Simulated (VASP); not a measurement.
# Rb in VASP: settings compared

The runs below take Rb through single point, relaxation of cell and atoms, with LDA, BLYP+D3(BJ), PBEsol.

Everything below comes from runs of VASP 6.6.1. Logs are shortened: lines on timing, memory, paths and dates and some standing lists are left out, and cuts for length are marked.

**1. The cell of the first run**

It takes space group Cmcm (No. 63, orthorhombic). Conventional cell: a = 4.748 Å, b = 8.283 Å, c = 16.224 Å, α = 90.00°, β = 90.00°, γ = 90.00°.

This isn't the form of Rb at room conditions, which is bcc.

**2. Single point, LDA**

File INCAR:

```
SYSTEM = Rb
PREC = Accurate
ENCUT = 520
EDIFF = 1E-6
ISMEAR = 1
SIGMA = 0.2
LREAL = .FALSE.
LASPH = .TRUE.
NELM = 100
ALGO = Normal
ISIF = 2
LWAVE = .FALSE.
LCHARG = .FALSE.
GGA = CA
ISYM = 0
NBANDS = 26
```

File KPOINTS:

```
Automatic mesh
0
Gamma
  3 3 1
  0.5 0.5 0.5
```

File POSCAR:

```
Rb
1.0
    4.7737075633     -0.0148649976      0.0000000000
   -2.3997272472      4.1267195213      0.0000000000
    0.0000000000      0.0000000000     16.2240086650
Rb
4
Direct
    0.0000000000      0.0000000000      0.0000000000
    0.3313679146      0.6686320854      0.7500000000
    0.0000000000      0.0000000000      0.5000000000
    0.6686320854      0.3313679146      0.2500000000
```

Potentials or basis: VASP PAW LDA potentials, release 64 (Rb_sv).

The run is started by

```bash
> cat potpaw_LDA.64/Rb_sv/POTCAR > POTCAR
> mpirun -np 1 vasp_std > vasp.out
```

OUTCAR:

```text
SYSTEM = Rb
   PREC = Accurate
   ENCUT = 520
   EDIFF = 1E-6
   ISMEAR = 1
   LREAL = .FALSE.
   LASPH = .TRUE.
   NELM = 100
   ISIF = 2
   GGA = CA
   ISYM = 0

 ion  position               nearest neighbor table
   1  0.000  0.000  0.000-   2 4.90   4 4.90   4 4.90   2 4.90   4 4.90   2 4.90
   2  0.331  0.669  0.750-   1 4.90   3 4.90   1 4.90   3 4.90   1 4.90   3 4.90
   3  0.000  0.000  0.500-   2 4.90   4 4.90   4 4.90   2 4.90   4 4.90   2 4.90
   4  0.669  0.331  0.250-   1 4.90   3 4.90   1 4.90   3 4.90   1 4.90   3 4.90

IMPORTANT INFORMATION: All symmetrisations will be switched off!
NOSYMM: (Re-)initialisation of all symmetry stuff for point group C_1.

----------------------------------------------------------------------------------------

                                     Primitive cell

  volume of cell :     319.0302

  direct lattice vectors                    reciprocal lattice vectors
     4.773707563 -0.014864998  0.000000000     0.209860795  0.122036079  0.000000000
    -2.399727247  4.126719521  0.000000000     0.000755947  0.242762819  0.000000000
     0.000000000  0.000000000 16.224008665     0.000000000  0.000000000  0.061637048

  length of vectors
     4.773730708  4.773730708 16.224008665     0.242763996  0.242763996  0.061637048

  position of ions in fractional coordinates (direct lattice)
     0.000000000  0.000000000  0.000000000
     0.331367915  0.668632085  0.750000000
     0.000000000  0.000000000  0.500000000
     0.668632085  0.331367915  0.250000000

  ion indices of the primitive-cell ions
   primitive index   ion index
                 1           1
                 2           2
                 3           3
                 4           4

----------------------------------------------------------------------------------------

 KPOINTS: Automatic mesh

Automatic generation of k-mesh.
 Grid dimensions read from file:
 generate k-points for:    3    3    1

 Generating k-lattice:

  Cartesian coordinates                     Fractional coordinates (reciprocal lattice)
     0.069953598  0.040678693  0.000000000     0.333333333  0.000000000  0.000000000
     0.000251982  0.080920940  0.000000000     0.000000000  0.333333333  0.000000000
     0.000000000  0.000000000  0.061637048     0.000000000  0.000000000  1.000000000

  Length of vectors
     0.080921332  0.080921332  0.061637048

  Shift w.r.t. Gamma in fractional coordinates (k-lattice)
     0.500000000  0.500000000  0.500000000

 Subroutine IBZKPT returns following result:
 ===========================================

 Found      5 irreducible k-points:

 Following reciprocal coordinates:
            Coordinates               Weight
  0.166667  0.166667  0.500000      2.000000
  0.500000  0.166667  0.500000      2.000000
  0.166667  0.500000  0.500000      2.000000
 -0.166667  0.166667  0.500000      2.000000
  0.500000  0.500000  0.500000      1.000000
   k-points           NKPTS =      5   k-points in BZ     NKDIM =      5   number of bands    NBANDS=     26
   number of dos      NEDOS =    301   number of ions     NIONS =      4
   total plane-waves  NPLWV = 163296
   dimension x,y,z NGX =    36 NGY =   36 NGZ =  126
   dimension x,y,z NGXF=    72 NGYF=   72 NGZF=  252
   ions per type =               4
   NGX,Y,Z   is equivalent  to a cutoff of  12.54, 12.54, 12.91 a.u.
   NGXF,Y,Z  is equivalent  to a cutoff of  25.07, 25.07, 25.82 a.u.
 SYSTEM =  Rb
   PREC   = accura    normal or accurate (medium, high low for compatibility)
   ISTART =      0    job   : 0-new  1-cont  2-samecut
   ICHARG =      2    charge: 1-file 2-atom 10-const
   ISPIN  =      1    spin polarized calculation?
   LNONCOLLINEAR =      F non collinear calculations
   LSORBIT =      F    spin-orbit coupling
   LASPH  =      T    aspherical Exc in radial PAW
   ENCUT  =  520.0 eV  38.22 Ry    6.18 a.u.   8.88  8.88 30.17*2*pi/ulx,y,z
   NELM   =    100;   NELMIN=  2; NELMDL= -5     # of ELM steps
   EDIFF  = 0.1E-05   stopping-criterion for ELM
   LREAL  =      F    real-space projection
   EDIFFG = 0.1E-04   stopping-criterion for IOM
   NSW    =      0    number of steps for IOM
   IBRION =     -1    ionic relax: 0-MD 1-quasi-New 2-CG
   NFREE  =      0    steps in history (QN), initial steepest desc. (CG)
   ISIF   =      2    stress and relaxation
   ISYM   =      0    0-nonsym 1-usesym 2-fastsym
   POTIM  = 0.5000    time-step for ionic-motion
   TEBEG  =    0.0;   TEEND  =   0.0 temperature during run
   PSTRESS=    0.0 pullay stress
   NELECT =      36.0000    total number of electrons
   NUPDOWN=      -1.0000    fix difference up-down
   EMIN   =  10.00;   EMAX   =-10.00  energy-range for DOS
   EFERMI =   0.00;   METHOD = LEGACY
   ISMEAR =     1;   SIGMA  =   0.20  broadening in eV -4-tet -1-fermi 0-gaus
   EFERMI_NEDOS =   21; number of points for ismear=-14 and -15
   IALGO  =     38    algorithm
   IMIX   =      4    mixing-type and parameters
[... 63 lines left out ...]
     26       2.5387     -0.00000

 k-point     2 :       0.5000    0.1667    0.5000
  band No.  band energies     occupation
      1     -28.6197      2.00000
      2     -28.6197      2.00000
      3     -28.6178      2.00000
      4     -28.6177      2.00000
      5     -12.8475      2.00000
      6     -12.8475      2.00000
      7     -12.8374      2.00000
      8     -12.8373      2.00000
      9     -12.7848      2.00000
     10     -12.7848      2.00000
     11     -12.7683      2.00000
     12     -12.7683      2.00000
     13     -12.7605      2.00000
     14     -12.7605      2.00000
     15     -12.7419      2.00000
     16     -12.7419      2.00000
     17       0.0170      1.42554
     18       0.0171      1.42526
     19       0.8875     -0.00000
     20       0.8875     -0.00000
     21       1.3083     -0.00000
     22       1.3084     -0.00000
     23       1.7658     -0.00000
     24       1.7658     -0.00000
     25       2.0902     -0.00000
     26       2.0903     -0.00000

 k-point     3 :       0.1667    0.5000    0.5000
  band No.  band energies     occupation
      1     -28.6197      2.00000
      2     -28.6197      2.00000
      3     -28.6178      2.00000
      4     -28.6177      2.00000
      5     -12.8475      2.00000
      6     -12.8475      2.00000
      7     -12.8374      2.00000
      8     -12.8373      2.00000
      9     -12.7848      2.00000
     10     -12.7848      2.00000
     11     -12.7683      2.00000
     12     -12.7683      2.00000
     13     -12.7605      2.00000
     14     -12.7605      2.00000
     15     -12.7419      2.00000
     16     -12.7419      2.00000
     17       0.0170      1.42554
     18       0.0171      1.42526
     19       0.8875     -0.00000
     20       0.8875     -0.00000
     21       1.3083     -0.00000
     22       1.3084     -0.00000
     23       1.7658     -0.00000
     24       1.7658     -0.00000
     25       2.0902     -0.00000
     26       2.0903     -0.00000

 k-point     4 :      -0.1667    0.1667    0.5000
  band No.  band energies     occupation
      1     -28.6253      2.00000
      2     -28.6253      2.00000
      3     -28.6213      2.00000
      4     -28.6213      2.00000
      5     -12.8302      2.00000
      6     -12.8302      2.00000
      7     -12.7576      2.00000
      8     -12.7575      2.00000
      9     -12.7498      2.00000
     10     -12.7497      2.00000
     11     -12.7344      2.00000
     12     -12.7344      2.00000
     13     -12.7290      2.00000
     14     -12.7290      2.00000
     15     -12.7206      2.00000
     16     -12.7205      2.00000
     17      -1.5755      2.00000
     18      -1.5755      2.00000
     19      -0.3098      2.02212
     20      -0.3098      2.02212
     21       1.5368     -0.00000
     22       1.5368     -0.00000
     23       2.8093     -0.00000
     24       2.8094     -0.00000
     25       3.1318     -0.00000
     26       3.1318     -0.00000

 k-point     5 :       0.5000    0.5000    0.5000
  band No.  band energies     occupation
      1     -28.6198      2.00000
      2     -28.6198      2.00000
      3     -28.6180      2.00000
      4     -28.6179      2.00000
      5     -12.8595      2.00000
      6     -12.8594      2.00000
      7     -12.8502      2.00000
      8     -12.8501      2.00000
      9     -12.7748      2.00000
     10     -12.7747      2.00000
     11     -12.7601      2.00000
     12     -12.7601      2.00000
     13     -12.7490      2.00000
     14     -12.7490      2.00000
     15     -12.7405      2.00000
     16     -12.7404      2.00000
     17       0.2441     -0.01341
     18       0.2441     -0.01347
     19       0.5232     -0.00608
     20       0.5232     -0.00608
     21       1.1585     -0.00000
     22       1.1585     -0.00000
     23       1.5566     -0.00000
     24       1.5566     -0.00000
     25       2.0945     -0.00000
     26       2.0945     -0.00000

------------------------ aborting loop because EDIFF is reached ----------------------------------------

  FORCE on cell =-STRESS in cart. coord.  units (eV):
  Direction    XX          YY          ZZ          XY          YZ          ZX
  --------------------------------------------------------------------------------------
  -------------------------------------------------------------------------------------
  Total        0.1072390      0.1004571     -0.2428905     -0.0058475     -0.0000020     -0.0000089
  in kB        0.5385566      0.5044981     -1.2198018     -0.0293662     -0.0000098     -0.0000447
  external PRESSURE =      -0.0589157 kB  Pullay stress =       0.0000000 kB

 VOLUME and BASIS-vectors are now :
 -----------------------------------------------------------------------------
  energy-cutoff  :      520.00
  volume of cell :      319.03
      direct lattice vectors                 reciprocal lattice vectors
     4.773707563 -0.014864998  0.000000000     0.209860795  0.122036079  0.000000000
    -2.399727247  4.126719521  0.000000000     0.000755947  0.242762819  0.000000000
     0.000000000  0.000000000 16.224008665     0.000000000  0.000000000  0.061637048

 POSITION                                       TOTAL-FORCE (eV/Angst)
 -----------------------------------------------------------------------------------
      0.00000      0.00000      0.00000        -0.000001     -0.000006      0.000017
     -0.02268      2.75433     12.16801        -0.001231      0.000732     -0.000082
      0.00000      0.00000      8.11200         0.000010      0.000002      0.000045
      2.39666      1.35752      4.05600         0.001222     -0.000728      0.000019
 -----------------------------------------------------------------------------------
    total drift:                               -0.000028      0.000025      0.000022

  FREE ENERGIE OF THE ION-ELECTRON SYSTEM (eV)
  ---------------------------------------------------
  free  energy   TOTEN  =        -4.0274885556 eV

  energy  without entropy=       -3.9914189027  energy(sigma->0) =       -4.01546534
```

Run time: 29 s. Hardware: 1 thread of Intel Xeon 6975P-C (Granite Rapids), shared host; peak memory 0.27 GiB.

Results:

| Item | Value |
| --- | --- |
| Free energy | -4.0275 eV |
| Pressure | 0.0 GPa |
| Band gap on the k mesh | zero (bands 18 and 19 overlap by 0.55 eV) |

Caveat: the k points lie up to 0.51 Å⁻¹ apart, too coarse for converged energies and pressures of a metal.

**3. Single point, BLYP+D3(BJ)**

This run uses another cell than the first one, of 82.96 Å³/atom.

File INCAR:

```
SYSTEM = Rb
PREC = Accurate
ENCUT = 520
EDIFF = 1E-7
ISMEAR = 1
SIGMA = 0.2
LREAL = .FALSE.
LASPH = .TRUE.
NELM = 80
ALGO = Normal
ISIF = 2
LWAVE = .FALSE.
LCHARG = .FALSE.
GGA = B5
ALDAX = 1.0
AGGAX = 1.0
AGGAC = 1.0
ALDAC = 0.0
IVDW = 12
VDW_S6 = 1.0
VDW_S8 = 2.6996
VDW_A1 = 0.4298
VDW_A2 = 4.2359
NBANDS = 26
ISYM = 0
```

KPOINTS is that of step 2.

File POSCAR:

```
Rb
1.0
    4.8384074122     -0.0158662689      0.0000000000
   -2.4329442980      4.1822505984      0.0000000000
    0.0000000000      0.0000000000     16.4304415810
Rb
4
Direct
    0.0000000000      0.0000000000      0.0000000000
    0.3295355202      0.6704644798      0.7500000000
    0.0000000000      0.0000000000      0.5000000000
    0.6704644798      0.3295355202      0.2500000000
```

Potentials or basis: VASP PAW PBE potentials, release 64 (Rb_sv).

The run is started by

```bash
> cat potpaw_PBE.64/Rb_sv/POTCAR > POTCAR
> mpirun -np 1 vasp_std > vasp.out
```

It took 77 s on 1 thread of Intel Xeon 6975P-C (Granite Rapids), shared host; peak memory 0.36 GiB.

Results (log left out):

- Free energy: -3.2986 eV
- Pressure: 0.0 GPa
- Largest force: 0.003 eV/Å
- Band gap on the k mesh: zero (bands 18 and 19 overlap by 0.54 eV)
- Dispersion energy per atom: -0.286 eV

Forces on the atoms (eV/Å):
```
Rb   0.000  0.000  0.000
Rb  -0.003  0.002  0.000
Rb   0.000  0.000  0.000
Rb   0.003 -0.002  0.000
```

Stress tensor (GPa, compression positive):
```
 0.05  0.00  0.00
 0.00  0.05  0.00
 0.00  0.00 -0.13
```

Levels at points of the mesh, in eV from the Fermi level:
```
           k point  band 14  band 15  band 16  band 17  band 18  band 19  band 20  band 21  band 22  band 23
(0.50, 0.50, 0.50)   -13.07   -13.07   -13.07     0.17     0.17     0.47     0.47     1.10     1.10     1.46
```

Caveat: the k points lie up to 0.50 Å⁻¹ apart, too coarse for converged energies and pressures of a metal; the PAW data sets were made with another functional, which shifts forces and pressure a little.

**4. Single point, PBEsol**

This run uses another cell than the first one, of 88.72 Å³/atom.

File INCAR:

```
ALGO = Normal
EDIFF = 1E-7
ENCUT = 520
GGA = PS
ISIF = 2
ISMEAR = 1
ISYM = 0
LASPH = True
LCHARG = False
LREAL = False
LWAVE = False
NBANDS = 26
NELM = 60
PREC = Accurate
SIGMA = 0.2
```

KPOINTS is that of step 3.

File POSCAR:

```
Rb
1.0
    4.9396484770     -0.0090260657      0.0000000000
   -2.4776410407      4.2733480340      0.0000000000
    0.0000000000      0.0000000000     16.8304363469
Rb
4
Direct
    0.0000000000      0.0000000000      0.0000000000
    0.3319557555      0.6680442445      0.7500000000
    0.0000000000      0.0000000000      0.5000000000
    0.6680442445      0.3319557555      0.2500000000
```

The run is started by

```bash
> cat potpaw_PBE.64/Rb_sv/POTCAR > POTCAR
> mpirun -np 1 vasp_std > vasp.out
```

It took 40 s on 1 thread of Intel Xeon 6975P-C (Granite Rapids), shared host; peak memory 0.45 GiB.

The run converged. Its results:

| Quantity | Value |
| --- | --- |
| Free energy | -3.9005 eV |
| Pressure | 0.0 GPa |
| Band gap on the k mesh | zero (bands 18 and 19 overlap by 0.58 eV) |

Stress tensor (GPa, compression positive):
```
 0.03  0.01  0.00
 0.01  0.04  0.00
 0.00  0.00 -0.07
```

Levels at points of the mesh, in eV from the Fermi level:
| k point | band 16 | band 17 | band 18 | band 19 | band 20 | band 21 |
| --- | --- | --- | --- | --- | --- | --- |
| (0.50, 0.50, 0.50) | -12.87 | 0.22 | 0.22 | 0.44 | 0.44 | 1.05 |

Caveat: the k points lie up to 0.49 Å⁻¹ apart, too coarse for converged energies and pressures of a metal; the PAW data sets were made with another functional, which shifts forces and pressure a little.

**5. Relaxation of cell and atoms, LDA**

This run uses another cell than the first one, of 94.66 Å³/atom.

File INCAR:

```
PREC = Accurate ; ENCUT = 600
EDIFF = 1E-6 ; ISMEAR = 1
SIGMA = 0.2 ; LREAL = False
LASPH = True ; NELM = 100
ALGO = Normal ; ISIF = 3
LWAVE = False ; LCHARG = False
IBRION = 2 ; NSW = 100
EDIFFG = -0.05 ; ISYM = 0
```

KPOINTS is that of step 4.

File POSCAR:

```
Rb
1.0
    5.0887800000      0.0000000000      0.0000000000
   -2.5443900000      4.4070100000      0.0000000000
    0.0000000000      0.0000000000     16.8837300000
Rb
4
Direct
    0.0000000000      0.0000000000      0.0000000000
    0.3333333333      0.6666666667      0.7500000000
    0.0000000000      0.0000000000      0.5000000000
    0.6666666667      0.3333333333      0.2500000000
```

Potentials or basis: VASP PAW LDA potentials, release 64 (Rb_sv).

The run is started by

```bash
> cat potpaw_LDA.64/Rb_sv/POTCAR > POTCAR
> mpirun -np 1 vasp_std > vasp.out
```

It took 6.7 min on 1 thread of Intel Xeon 6975P-C (Granite Rapids), shared host; peak memory 0.47 GiB.

The run converged. Its results:

```yaml
Free_energy: -4.0312 eV
Relaxed_volume: 79.80 Å³/atom
Relaxed_cell: a = 4.803 Å, b = 4.803 Å, c = 15.975 Å, α = 90.00°, β = 90.00°, γ = 120.00°
Space_group_after_relaxing_to_0.1_Å: P6_3/mmc (No. 194)
Energy_gained_by_relaxing: 23.4 meV/atom
Ionic_steps: 5
Pressure_after_relaxing: 0.0 GPa
Band_gap_on_the_k_mesh: zero (bands 18 and 19 overlap by 0.50 eV)
```

Step by step:
```tsv
step	energy change (eV)	largest force (eV/Å)	pressure (GPa)	volume (Å³)
1	0.0000	0.0001	-0.43	378.64
2	-0.0339	0.0004	-0.36	364.98
3	-0.0810	0.0001	-0.19	338.35
4	-0.0612	0.0001	0.37	289.04
5	-0.0937	0.0003	-0.02	319.19
```

Final structure:
```
CELL_PARAMETERS angstrom
4.80327 0.00000 0.00000
-2.40163 4.15975 0.00000
0.00001 0.00000 15.97511
ATOMIC_POSITIONS crystal
Rb 0.00000 0.00000 0.00000
Rb 0.33333 0.66667 0.75000
Rb 0.00000 0.00000 0.50000
Rb 0.66667 0.33333 0.25000
```

Levels at points of the mesh, in eV from the Fermi level:
| k point | band 14 | band 15 | band 16 | band 17 | band 18 | band 19 | band 20 | band 21 | band 22 |
| --- | --- | --- | --- | --- | --- | --- | --- | --- | --- |
| (0.50, 0.50, 0.50) | -12.80 | -12.79 | -12.79 | 0.18 | 0.18 | 0.47 | 0.47 | 1.11 | 1.11 |
| (0.50, 0.00, 0.50) | -12.80 | -12.79 | -12.79 | 0.18 | 0.18 | 0.47 | 0.47 | 1.11 | 1.11 |
| (0.00, 0.50, 0.50) | -12.80 | -12.79 | -12.79 | 0.18 | 0.18 | 0.47 | 0.47 | 1.11 | 1.11 |

Caveat: the k points lie up to 0.50 Å⁻¹ apart in the final cell; the volume moved by over 15 % at a fixed basis, so the end points are rough.

**6. Overview**

| task | level | potentials or basis | cell | cutoff (eV) | gap on the mesh (eV) | pressure (GPa) |
| --- | --- | --- | --- | --- | --- | --- |
| single point | LDA | VASP PAW LDA potentials, release 64 (Rb_sv) | a = 4.774, b = 4.774, c = 16.224 Å, angles 90.0, 90.0, 120.4°, 4 atoms, atomic positions A | 520 | none | 0.0 |
| single point | BLYP+D3(BJ) | VASP PAW PBE potentials, release 64 (Rb_sv) | a = 4.838, b = 4.838, c = 16.430 Å, angles 90.0, 90.0, 120.4°, 4 atoms, atomic positions B | 520 | none | 0.0 |
| single point | PBEsol | VASP PAW PBE potentials, release 64 (Rb_sv) | a = 4.940, b = 4.940, c = 16.830 Å, angles 90.0, 90.0, 120.2°, 4 atoms, atomic positions C | 520 | none | 0.0 |
| relaxation of cell and atoms | LDA | VASP PAW LDA potentials, release 64 (Rb_sv) | relaxed from a = 5.089, b = 5.089, c = 16.884 Å, angles 90.0, 90.0, 120.0°, 4 atoms, atomic positions D | 600 | none | 0.0 |

Alike in all rows: no spin polarisation; k mesh 3 × 3 × 1, shifted; smearing methfessel-paxton 0.2 eV.

Caveats: all runs use coarse meshes; the PAW data sets were made with another functional, which shifts forces and pressure a little (at least some runs); the volume moved by over 15 % at a fixed basis, so the end points are rough (at least some runs).

Total energies depend on the potentials used, so only differences within one code and one set of settings carry meaning.
